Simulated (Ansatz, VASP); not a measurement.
As: VASP beside Ansatz

```
As
1.0
     2.78479    0.00000    0.00000
     0.00000    2.78479    0.00000
     0.00000    0.00000    2.78479
As
1
Direct
  0.50000 0.50000 0.50000
```

Change from the starting cell: strain +0.030 along x and y, +0.030 along z, atoms carried along.

Alike in both runs: task single point; functional LDA; k mesh 18 × 18 × 18; occupations gaussian, width 0.15 eV; no spin polarisation.

|  | VASP | Ansatz |
| --- | --- | --- |
| version | VASP 6.6.1 | Ansatz 0.2.0 |
| potentials or method | VASP PAW LDA potentials, release 64 (As), cutoff 520 eV | scalar-relativistic, plane waves, PAW |
| valence electrons in the cell | 5 | 15 |

|  | VASP | Ansatz | Ansatz less VASP |
| --- | --- | --- | --- |
| gap on the k mesh at the Fermi level (eV) | none | none | - |
| pressure (GPa) | -8.4 | -8.6 | -0.15 |

LDA's correlation is that of Perdew and Zunger in VASP and of Perdew and Wang (1992) in Ansatz. A gap of «none» marks a metal or a gap that the smearing closes. VASP's potentials hold 5 valence electrons a cell and Ansatz's 15, so a difference there can come from the potentials and not from the codes.
